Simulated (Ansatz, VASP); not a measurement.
## Two plane-wave programs on Nb

```
Nb
1.0
     5.29652    0.00000    0.00000
     0.00000    5.29652    0.00000
     0.00000    0.00000    5.29652
Nb
8
Direct
  0.50000 0.50000 0.50000
  0.00000 0.00000 0.00000
  0.25000 0.00000 0.50000
  0.50000 0.25000 0.00000
  0.50000 0.75000 0.00000
  0.75000 0.00000 0.50000
  0.00000 0.50000 0.75000
  0.00000 0.50000 0.25000
```

Alike in both runs: functional PBE; k mesh 8 × 8 × 8; occupations gaussian, width 0.1 eV; no spin polarisation.

Ansatz relaxed the structure, and its values are those at the end. VASP's run is a single point on that final structure, the one shown.

|  | VASP | Ansatz |
| --- | --- | --- |
| version | VASP 6.6.1 | Ansatz 0.2.0 |
| potentials or method | VASP PAW PBE potentials, release 64 (Nb_sv), cutoff 520 eV | scalar-relativistic, plane waves, PAW |
| valence electrons in the cell | 104 | 104 |

```csv
,VASP,Ansatz,Ansatz less VASP
gap on the k mesh at the Fermi level (eV),none,none,-
pressure (GPa),-0.3,0.0,+0.29
```

A gap of «none» marks a metal or a gap that the smearing closes.
